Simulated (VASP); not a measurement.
Here is a VASP 6.6.1 calculation.

Contents of INCAR:

```
SYSTEM = Ag
PREC = Accurate ; ENCUT = 520
EDIFF = 1E-7 ; ISMEAR = -1
SIGMA = 0.05 ; LREAL = .FALSE.
LASPH = .TRUE. ; NELM = 100
ALGO = Normal ; ISIF = 2
LWAVE = .FALSE. ; LCHARG = .FALSE.
GGA = PS ; NBANDS = 18
```

The input KPOINTS:

```
regular mesh
0
G
  14 10 14
  0 0 0
```

Contents of POSCAR:

```
Ag
1.0
   -2.0272407878      2.0272407878      0.0000000000
    0.0000000000      0.0000000000      4.0544815757
    2.0272407878      2.0272407878      0.0000000000
Ag
2
Direct
    0.0000000000      0.0000000000      0.0000000000
    0.5000000000      0.5000000000      0.5000000000
```

Potentials or basis: VASP PAW PBE potentials, release 64 (Ag).

Run with:

```bash
$ cat potpaw_PBE.64/Ag/POTCAR > POTCAR
$ mpirun -np 1 vasp_std > vasp.out
```

Task: Predict the pressure.

Result: -0.3 GPa.

Task: Estimate the band gap on the k mesh.

Result: Zero (bands 11 and 12 overlap by 9.38 eV).

Caveat: the PAW data sets were made with another functional, which shifts forces and pressure a little.
